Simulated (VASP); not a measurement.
# PbSe (Pm-3m) in VASP: further runs

PbSe is run at these levels: PBE, r2SCAN; tasks: single point.

Everything below comes from runs of VASP 6.6.1. Logs are shortened: lines on timing, memory, paths and dates and some standing lists are left out, and cuts for length are marked.

### Step 1. The cell of the first run

Symmetry: Pm-3m, No. 221, cubic system. Conventional cell: a = 3.784 Å, b = 3.784 Å, c = 3.784 Å, α = 90.00°, β = 90.00°, γ = 90.00°. Pb (site symmetry m-3m) has 8 Se at 3.28 Å and 6 Pb at 3.78 Å within 4.3 Å. Se (site symmetry m-3m) has 8 Pb at 3.28 Å and 6 Se at 3.78 Å within 4.3 Å.

### Step 2. Single point, PBE

Contents of INCAR:

```
  PREC = Accurate
  ENCUT = 520
  EDIFF = 1E-7
  ISMEAR = -1
  SIGMA = 0.05
  LREAL = False
  LASPH = True
  NELM = 60
  ALGO = Normal
  ISIF = 2
  LWAVE = False
  LCHARG = False
  GGA = PE
  NBANDS = 17
```

Contents of KPOINTS:

```
Automatic mesh
0
Gamma
  7 7 7
```

Contents of POSCAR:

```
PbSe
1.0
    3.7843220000      0.0000000000      0.0000000000
    0.0000000000      3.7843220000      0.0000000000
    0.0000000000      0.0000000000      3.7843220000
Pb Se
1 1
Direct
    0.0000000000      0.0000000000      0.0000000000
    0.5000000000      0.5000000000      0.5000000000
```

Potentials or basis: VASP PAW PBE potentials, release 64 (Pb_d, Se).

Command:

```bash
cat potpaw_PBE.64/Pb_d/POTCAR potpaw_PBE.64/Se/POTCAR > POTCAR
mpirun -np 1 vasp_std > vasp.out
```

OUTCAR:

```text
PREC = Accurate
   ENCUT = 520
   EDIFF = 1E-7
   ISMEAR = -1
   LREAL = False
   LASPH = True
   NELM = 60
   ISIF = 2
   GGA = PE

 ion  position               nearest neighbor table
   1  0.000  0.000  0.000-   2 3.28   2 3.28   2 3.28   2 3.28   2 3.28   2 3.28   2 3.28   2 3.28

   2  0.500  0.500  0.500-   1 3.28   1 3.28   1 3.28   1 3.28   1 3.28   1 3.28   1 3.28   1 3.28

  LATTYP: Found a simple cubic cell.
 ALAT       =     3.7843220000

  Lattice vectors:

 A1 = (   3.7843220000,   0.0000000000,   0.0000000000)
 A2 = (   0.0000000000,   3.7843220000,   0.0000000000)
 A3 = (   0.0000000000,   0.0000000000,   3.7843220000)

Analysis of symmetry for initial positions (statically):
=====================================================================
 Subroutine PRICEL returns:
 Original cell was already a primitive cell.

 Routine SETGRP: Setting up the symmetry group for a
 simple cubic supercell.

 Subroutine GETGRP returns: Found 48 space group operations
 (whereof 48 operations were pure point group operations)
 out of a pool of 48 trial point group operations.

The static configuration has the point symmetry O_h .

Analysis of symmetry for dynamics (positions and initial velocities):
=====================================================================
 Subroutine PRICEL returns:
 Original cell was already a primitive cell.

 Routine SETGRP: Setting up the symmetry group for a
 simple cubic supercell.

 Subroutine GETGRP returns: Found 48 space group operations
 (whereof 48 operations were pure point group operations)
 out of a pool of 48 trial point group operations.

The dynamic configuration has the point symmetry O_h .

 Subroutine INISYM returns: Found 48 space group operations
 (whereof 48 operations are pure point group operations),
 and found     1 'primitive' translations

----------------------------------------------------------------------------------------

                                     Primitive cell

  volume of cell :      54.1956

  direct lattice vectors                    reciprocal lattice vectors
     3.784322000  0.000000000  0.000000000     0.264248127  0.000000000  0.000000000
     0.000000000  3.784322000  0.000000000     0.000000000  0.264248127  0.000000000
     0.000000000  0.000000000  3.784322000     0.000000000  0.000000000  0.264248127

  length of vectors
     3.784322000  3.784322000  3.784322000     0.264248127  0.264248127  0.264248127

  position of ions in fractional coordinates (direct lattice)
     0.000000000  0.000000000  0.000000000
     0.500000000  0.500000000  0.500000000

  ion indices of the primitive-cell ions
   primitive index   ion index
                 1           1
                 2           2

----------------------------------------------------------------------------------------

 KPOINTS: Automatic mesh

Automatic generation of k-mesh.
 Grid dimensions read from file:
 generate k-points for:    7    7    7

 Generating k-lattice:

  Cartesian coordinates                     Fractional coordinates (reciprocal lattice)
     0.037749732  0.000000000  0.000000000     0.142857143  0.000000000  0.000000000
     0.000000000  0.037749732  0.000000000     0.000000000  0.142857143  0.000000000
     0.000000000  0.000000000  0.037749732     0.000000000  0.000000000  0.142857143

  Length of vectors
     0.037749732  0.037749732  0.037749732

  Shift w.r.t. Gamma in fractional coordinates (k-lattice)
     0.000000000  0.000000000  0.000000000

 Subroutine IBZKPT returns following result:
 ===========================================

 Found     20 irreducible k-points:

 Following reciprocal coordinates:
            Coordinates               Weight
  0.000000  0.000000  0.000000      1.000000
  0.142857  0.000000  0.000000      6.000000
  0.285714  0.000000  0.000000      6.000000
  0.428571  0.000000  0.000000      6.000000
  0.142857  0.142857  0.000000     12.000000
  0.285714  0.142857  0.000000     24.000000
[... 12 lines left out ...]
  0.428571  0.428571  0.285714     24.000000
  0.428571  0.428571  0.428571      8.000000
   k-points           NKPTS =     20   k-points in BZ     NKDIM =     20   number of bands    NBANDS=     17
   number of dos      NEDOS =    301   number of ions     NIONS =      2
   total plane-waves  NPLWV =  21952
   dimension x,y,z NGX =    28 NGY =   28 NGZ =   28
   dimension x,y,z NGXF=    56 NGYF=   56 NGZF=   56
   ions per type =               1   1
   NGX,Y,Z   is equivalent  to a cutoff of  12.30, 12.30, 12.30 a.u.
   NGXF,Y,Z  is equivalent  to a cutoff of  24.60, 24.60, 24.60 a.u.
 SYSTEM =  unknown system
   PREC   = accura    normal or accurate (medium, high low for compatibility)
   ISTART =      0    job   : 0-new  1-cont  2-samecut
   ICHARG =      2    charge: 1-file 2-atom 10-const
   ISPIN  =      1    spin polarized calculation?
   LNONCOLLINEAR =      F non collinear calculations
   LSORBIT =      F    spin-orbit coupling
   LASPH  =      T    aspherical Exc in radial PAW
   ENCUT  =  520.0 eV  38.22 Ry    6.18 a.u.   7.04  7.04  7.04*2*pi/ulx,y,z
   NELM   =     60;   NELMIN=  2; NELMDL= -5     # of ELM steps
   EDIFF  = 0.1E-06   stopping-criterion for ELM
   LREAL  =      F    real-space projection
   EDIFFG = 0.1E-05   stopping-criterion for IOM
   NSW    =      0    number of steps for IOM
   IBRION =     -1    ionic relax: 0-MD 1-quasi-New 2-CG
   NFREE  =      0    steps in history (QN), initial steepest desc. (CG)
   ISIF   =      2    stress and relaxation
   ISYM   =      2    0-nonsym 1-usesym 2-fastsym
   POTIM  = 0.5000    time-step for ionic-motion
   TEBEG  =    0.0;   TEEND  =   0.0 temperature during run
   PSTRESS=    0.0 pullay stress
   NELECT =      20.0000    total number of electrons
   NUPDOWN=      -1.0000    fix difference up-down
   EMIN   =  10.00;   EMAX   =-10.00  energy-range for DOS
   EFERMI =   0.00;   METHOD = LEGACY
   ISMEAR =    -1;   SIGMA  =   0.05  broadening in eV -4-tet -1-fermi 0-gaus
   EFERMI_NEDOS =   21; number of points for ismear=-14 and -15
   IALGO  =     38    algorithm
   IMIX   =      4    mixing-type and parameters
     AMIX     =   0.40;   BMIX     =  1.00
     AMIX_MAG =   1.60;   BMIX_MAG =  1.00
  volume/ion in A,a.u.               =      27.10       182.87
  Fermi-wavevector in a.u.,A,eV,Ry     =   1.174258  2.219025 18.760817  1.378881
  Thomas-Fermi vector in A             =   2.310658
   LORBIT       =      0    0 simple, 1 ext, 2 COOP (PROOUT), +10 PAW based schemes
   GGA     = PE    functional components
   LHFCALC =     F    Hartree Fock is set to
   AEXX    =    0.0000 exact exchange contribution
   IVDW    =     0    specifies the selected vdW correction
   LEPSILON=     F    determine dielectric tensor
   LRPA    =     F    only Hartree local field effects (RPA)
 non-spin polarized calculation
  energy-cutoff  :      520.00
  volume of cell :       54.20
 maximum number of plane-waves:      1474
   NGX = 15   NGY = 15   NGZ = 15

 number of electron      20.0000009 magnetization

 Free energy of the ion-electron system (eV)
  ---------------------------------------------------
  ext. energy  EPLUGINS =         0.00000000
  ---------------------------------------------------
  free energy    TOTEN  =        -7.71966850 eV

  energy without entropy =       -7.70892496  energy(sigma->0) =       -7.71429673

 E-fermi :   5.3003     XC(G=0):  -9.9557

 val. band max:        5.2873784847   @ k =   0.4286   0.4286   0.0000
 cond. band min:       5.3006212658   @ k =   0.1429   0.1429   0.1429
 fundamental gap:      0.0132427811
 Fermi energy:         5.3002690758

 k-point     1 :       0.0000    0.0000    0.0000
  band No.  band energies     occupation
      1     -11.5973      2.00000
      2     -11.5973      2.00000
      3     -11.4482      2.00000
      4     -11.4482      2.00000
      5     -11.4482      2.00000
      6      -7.8710      2.00000
[... 9 lines left out ...]
     16      16.5777      0.00000
     17      18.1326      0.00000

 k-point     2 :       0.1429    0.0000    0.0000
  band No.  band energies     occupation
      1     -11.5961      2.00000
      2     -11.5757      2.00000
      3     -11.4562      2.00000
      4     -11.4562      2.00000
      5     -11.4475      2.00000
      6      -7.7235      2.00000
[... 9 lines left out ...]
     16      17.2620      0.00000
     17      17.5389      0.00000

 k-point     3 :       0.2857    0.0000    0.0000
  band No.  band energies     occupation
      1     -11.5933      2.00000
      2     -11.5272      2.00000
      3     -11.4741      2.00000
      4     -11.4741      2.00000
      5     -11.4459      2.00000
      6      -7.3287      2.00000
[... 9 lines left out ...]
     16      15.3262      0.00000
     17      17.7181      0.00000

 k-point     4 :       0.4286    0.0000    0.0000
  band No.  band energies     occupation
      1     -11.5910      2.00000
      2     -11.4885      2.00000
      3     -11.4883      2.00000
      4     -11.4883      2.00000
      5     -11.4447      2.00000
      6      -6.9024      2.00000
[... 9 lines left out ...]
     16      17.3597      0.00000
     17      18.3044      0.00000
[... 263 lines left out ...]
      1     -11.5332      2.00000
      2     -11.5172      2.00000
      3     -11.4986      2.00000
      4     -11.4810      2.00000
      5     -11.4406      2.00000
      6      -6.2577      2.00000
[... 9 lines left out ...]
     16      16.1603      0.00000
     17      19.2729      0.00000

 k-point    19 :       0.4286    0.4286    0.2857
  band No.  band energies     occupation
      1     -11.5482      2.00000
      2     -11.5161      2.00000
      3     -11.5147      2.00000
      4     -11.4600      2.00000
      5     -11.4178      2.00000
      6      -6.0991      2.00000
[... 9 lines left out ...]
     16      17.3007      0.00000
     17      19.7595      0.00000

 k-point    20 :       0.4286    0.4286    0.4286
  band No.  band energies     occupation
      1     -11.5380      2.00000
      2     -11.5334      2.00000
      3     -11.5334      2.00000
      4     -11.4169      2.00000
      5     -11.4169      2.00000
      6      -5.9984      2.00000
[... 9 lines left out ...]
     16      18.3494      0.00000
     17      21.9955      0.00000

------------------------ aborting loop because EDIFF is reached ----------------------------------------

  FORCE on cell =-STRESS in cart. coord.  units (eV):
  Direction    XX          YY          ZZ          XY          YZ          ZX
  --------------------------------------------------------------------------------------
  -------------------------------------------------------------------------------------
  Total       -0.0580198     -0.0580198     -0.0580198      0.0000000     -0.0000000      0.0000000
  in kB       -1.7152319     -1.7152319     -1.7152319      0.0000000     -0.0000000      0.0000000
  external PRESSURE =      -1.7152319 kB  Pullay stress =       0.0000000 kB

 VOLUME and BASIS-vectors are now :
 -----------------------------------------------------------------------------
  energy-cutoff  :      520.00
  volume of cell :       54.20
      direct lattice vectors                 reciprocal lattice vectors
     3.784322000  0.000000000  0.000000000     0.264248127  0.000000000  0.000000000
     0.000000000  3.784322000  0.000000000     0.000000000  0.264248127  0.000000000
     0.000000000  0.000000000  3.784322000     0.000000000  0.000000000  0.264248127

 POSITION                                       TOTAL-FORCE (eV/Angst)
 -----------------------------------------------------------------------------------
      0.00000      0.00000      0.00000         0.000000      0.000000      0.000000
      1.89216      1.89216      1.89216         0.000000      0.000000      0.000000
 -----------------------------------------------------------------------------------
    total drift:                               -0.000000      0.000000      0.000000

  FREE ENERGIE OF THE ION-ELECTRON SYSTEM (eV)
  ---------------------------------------------------
  free  energy   TOTEN  =        -7.7196685013 eV

  energy  without entropy=       -7.7089249626  energy(sigma->0) =       -7.71429673
```

Wall time 11 s (1 thread of Intel Xeon Platinum 8488C (Sapphire Rapids), shared host); peak memory 0.16 GiB.

What came out:

```yaml
Free_energy: -7.7197 eV
Pressure: -0.2 GPa
Band_gap_on_the_k_mesh: zero (band 10 reaches 5.30 eV, above the bottom of band 11 at 5.19 eV)
```

Caveat: spin-orbit coupling is left out, which moves the levels of the heavy elements.

(Continued in part 2 of 2.)
